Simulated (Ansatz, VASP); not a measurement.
## SrTiO3 in VASP and in Ansatz

File INCAR:

```
SYSTEM = SrTiO3
PREC = Accurate
ENCUT = 520
EDIFF = 1E-7
ISMEAR = 0
SIGMA = 0.05
LREAL = .FALSE.
LASPH = .TRUE.
NELM = 80
ALGO = Normal
ISIF = 2
LWAVE = .FALSE.
LCHARG = .FALSE.
GGA = PE
NBANDS = 28
```

File KPOINTS:

```
Automatic mesh
0
G
  8 8 8
  0 0 0
```

POSCAR

```
SrTiO3
1.0
    4.0283245985      0.0000000000      0.0000000000
    0.0000000000      4.0283245985      0.0000000000
    0.0000000000      0.0000000000      3.7525791173
Sr Ti O
1 1 3
Direct
    0.0013670509      0.0000000000      0.0000000000
    0.5064538458      0.5000000000      0.5000000000
   -0.0097550828      0.5000000000      0.5000000000
    0.4914796030      0.0000000000      0.5000000000
    0.4914796030      0.5000000000      0.0000000000
```

Input for Ansatz:

```yaml
crystal:
  lattice:
    - [4.0283245985, 0.0, 0.0]
    - [0.0, 4.0283245985, 0.0]
    - [0.0, 0.0, 3.7525791173]
  atoms:
    - { symbol: Sr, position: [0.0013670509, 0.0, 0.0] }
    - { symbol: Ti, position: [0.5064538458, 0.5, 0.5] }
    - { symbol: O, position: [-0.0097550828, 0.5, 0.5] }
    - { symbol: O, position: [0.491479603, 0.0, 0.5] }
    - { symbol: O, position: [0.491479603, 0.5, 0.0] }
basis:
  ecutwfc: 520.0
kpoints:
  mp_grid: { grid: [8, 8, 8] }
hamiltonian:
  xc: pbe
  pseudopotentials: { kind: paw, azcp: { folder: soft_1 } }
scf:
  occupations: { method: gaussian, width: 0.05 }
output:
  forces: true
  stress: true
  eigenvalues: true
```

Change from the starting cell: mode 1 frozen in at -0.038 Å, strain +e along z and -e/2 along x and y -0.0467.

Alike in both runs: task single point; functional PBE; k mesh 8 × 8 × 8; occupations gaussian, width 0.05 eV; no spin polarisation.

|  | VASP | Ansatz |
| --- | --- | --- |
| version | VASP 6.6.1 | Ansatz 0.2.0 |
| potentials or method | VASP PAW PBE potentials, release 64 (Sr_sv, Ti_sv, O), cutoff 520 eV | scalar-relativistic, plane waves, PAW |
| valence electrons in the cell | 40 | 40 |

|  | VASP | Ansatz | Ansatz less VASP |
| --- | --- | --- | --- |
| gap on the k mesh at the Fermi level (eV) | 1.81 | 1.84 | +0.037 |
| least direct gap on the mesh (eV) | 2.20 | 2.22 | +0.022 |
| pressure (GPa) | 2.5 | 1.9 | -0.61 |
| traceless stress, the component that is largest in VASP (GPa) | 11.58 | 11.43 | -0.155 |
| rms of the force components (eV/Å) | 0.075 | 0.081 | +0.0061 |

Atom by atom the forces differ by 0.007 eV/Å (rms over components). The functional is the same, so the differences come from potentials, cutoffs and numerics.
